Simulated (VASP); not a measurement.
Input of a VASP 6.6.1 run:

INCAR

```
PREC = Accurate ; ENCUT = 500
EDIFF = 1E-6 ; ISMEAR = 0
SIGMA = 0.1 ; LREAL = F
LASPH = T ; NELM = 120
ALGO = Normal ; ISIF = 2
LWAVE = F ; LCHARG = T
GGA = PE ; LELF = T
LVHAR = T ; NBANDS = 40
GGA_COMPAT = F
```

Contents of KPOINTS:

```
Automatic mesh
0
Gamma
  6 6 6
```

POSCAR

```
Sb4P
1.0
   -2.5024379200      2.5024379200      4.8998349000
    2.5024379200     -2.5024379200      4.8998349000
    2.5024379200      2.5024379200     -4.8998349000
Sb P
4 1
Direct
    0.2370000000      0.2370000000      0.0000000000
    0.7630000000      0.7630000000      0.0000000000
    0.5000000000      0.0000000000      0.5000000000
    0.0000000000      0.5000000000      0.5000000000
    0.0000000000      0.0000000000      0.0000000000
```

Potentials or basis: VASP PAW PBE potentials, release 64 (Sb_d_GW, P).

Command:

```bash
$ cat potpaw_PBE.64/Sb_d_GW/POTCAR potpaw_PBE.64/P/POTCAR > POTCAR
$ mpirun -np 1 vasp_std > vasp.out
```

**Question.** Estimate the pressure.

**Answer.** 14.6 GPa.

**Question.** Predict the largest force.

**Answer.** 3.933 eV/Å.

**Question.** What does it give for the band gap on the k mesh?

**Answer.** Zero (an odd number of electrons rules out a gap without spin polarisation).

Forces on the atoms (eV/Å):
```
Sb   0.000  0.000  3.933
Sb   0.000  0.000 -3.933
Sb   0.000  0.000  0.000
Sb   0.000  0.000  0.000
P    0.000  0.000  0.000
```

Caveat: the cell stands under pressure; spin-orbit coupling is left out, which moves the levels of the heavy elements; forces of over 1 eV/Å act on the atoms, so gaps and moduli don't describe the material at rest.
